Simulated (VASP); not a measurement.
Set up this calculation in VASP 6.6.1, as the native input.

```
Task                   : relaxation of the atoms
Functional             : PBE
Potentials or basis    : VASP PAW PBE potentials, release 64 (Be, C)
Cutoff                 : 520 eV
k mesh                 : 11 × 11 × 11
Occupations            : fermi-dirac, width 0.02 eV
Spin                   : no spin polarisation
Dipole correction      : no
Further INCAR settings : ALGO = Normal; EDIFF = 1e-07; IBRION = 2; EDIFFG = -0.02; NSW = 80
```

The structure of Be2C lies in POSCAR:

```
Be2C
1.0
    0.0000000000      2.1650000000      2.1650000000
    2.1650000000      0.0000000000      2.1650000000
    2.1650000000      2.1650000000      0.0000000000
Be C
2 1
Direct
    0.2500000000      0.2500000000      0.2500000000
    0.7500000000      0.7500000000      0.7500000000
    0.0000000000      0.0000000000      0.0000000000
```

The input as run:

INCAR

```
SYSTEM = Be2C
  PREC = Accurate
  ENCUT = 520
  EDIFF = 1E-7
  ISMEAR = -1
  SIGMA = 0.02
  LREAL = .False.
  LASPH = .True.
  NELM = 120
  ALGO = Normal
  ISIF = 2
  LWAVE = .False.
  LCHARG = .False.
  GGA = PE
  IBRION = 2
  NSW = 80
  EDIFFG = -0.02
  GGA_COMPAT = .False.
  NELMIN = 4
```

KPOINTS

```
Automatic mesh
0
Gamma
  11 11 11
  0 0 0
```

Potentials or basis: VASP PAW PBE potentials, release 64 (Be, C).

Run with:

```bash
$ cat potpaw_PBE.64/Be/POTCAR potpaw_PBE.64/C/POTCAR > POTCAR
$ mpirun -np 1 vasp_std > vasp.out
```

It gave:

| Quantity | Value |
| --- | --- |
| Pressure after relaxing | 0.2 GPa |
| Band gap on the k mesh | 1.25 eV, indirect (least direct gap 4.13 eV) |

Caveat: the relaxation stopped at its first step, so nothing moved.

Run time: 8.5 s on 1 thread of Intel(R) Xeon(R) Platinum 8488C (Sapphire Rapids), on a shared host, peak memory 0.13 GiB.
